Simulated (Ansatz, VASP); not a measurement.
## LiF: VASP beside Ansatz

INCAR

```
PREC     = Accurate       # precision mode
ENCUT    = 520            # plane-wave cutoff, eV
EDIFF    = 1E-7           # SCF threshold, eV
ISMEAR   = 0              # smearing method
SIGMA    = 0.05           # smearing width, eV
LREAL    = F              # projectors in reciprocal space
LASPH    = T              # aspherical terms in the spheres
NELM     = 60             # most SCF steps
ALGO     = Normal         # electronic algorithm
ISIF     = 2              # what is computed and relaxed
LWAVE    = F              # write WAVECAR
LCHARG   = F              # write CHGCAR
GGA      = PE             # functional
NBANDS   = 12             # bands
```

KPOINTS

```
Automatic mesh
0
Gamma
  10 10 10
```

POSCAR

```
LiF
1.0
    0.0000000000      2.0140000000      1.9636500000
    2.0140000000      0.0000000000      1.9636500000
    2.0140000000      2.0140000000      0.0000000000
Li F
1 1
Direct
    0.0000000000      0.0000000000      0.0000000000
    0.5000000000      0.5000000000      0.5000000000
```

Input for Ansatz:

```yaml
crystal:
  lattice:
    - [0.0, 2.014, 1.96365]
    - [2.014, 0.0, 1.96365]
    - [2.014, 2.014, 0.0]
  atoms:
    - { symbol: Li, position: [0.0, 0.0, 0.0] }
    - { symbol: F, position: [0.5, 0.5, 0.5] }
basis:
  ecutwfc: 420
kpoints:
  mp_grid: { grid: [10, 10, 10] }
hamiltonian:
  xc: pbe
scf:
  occupations: { method: gaussian, width: 0.05 }
output:
  forces: true
  stress: true
  eigenvalues: true
```

Change from the starting cell: strain +0.000 along x and y, -0.025 along z, atoms carried along.

Alike in both runs: task single point; functional PBE; k mesh 10 × 10 × 10; occupations gaussian, width 0.05 eV; no spin polarisation.

|  | VASP | Ansatz |
| --- | --- | --- |
| version | VASP 6.6.1 | Ansatz 0.2.0 |
| potentials or method | VASP PAW PBE potentials, release 64 (Li_sv, F), cutoff 520 eV | scalar-relativistic, plane waves, PAW |
| valence electrons in the cell | 10 | 10 |

|  | VASP | Ansatz | Ansatz less VASP |
| --- | --- | --- | --- |
| gap on the k mesh at the Fermi level (eV) | 9.30 | 9.29 | -0.004 |
| least direct gap on the mesh (eV) | 9.30 | 9.29 | -0.004 |

With one functional, cell and mesh, what is left measures potentials, basis and numerics.

Noted on VASP's run: the cutoff is short for stress, so the pressure is rough.
